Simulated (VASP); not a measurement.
Runs of VASP 6.6.1 on Si. The structure is that of space group Pm-3m (No. 221), or close to it. The cells are those of the table. 

```csv
task,cell,cutoff (eV),gap on the mesh (eV),pressure (GPa)
single point,"a = 2.555 Å, 1 atom",520,none,-1.9
relaxation of cell and atoms,"relaxed from a = 2.570 Å, 1 atom",600,none,0.0
single point,"a = 2.538 Å, 1 atom",520,none,0.0
single point,"a = 2.521 Å, 1 atom",520,none,(a)
relaxation of cell and atoms,"relaxed from a = 2.538 Å, 1 atom",600,none,0.0
```

Alike in all rows: level PBE; potentials or basis VASP PAW PBE potentials, release 64 (Si); no spin polarisation; k mesh 9 × 9 × 9; smearing fermi-dirac 0.05 eV.

Question: Estimate the missing entries.

Answer: (a) 2.1.

Caveats: the relaxation stopped at its first step, so nothing moved (some runs).

A gap of «none» marks levels without a gap at the run's occupations.
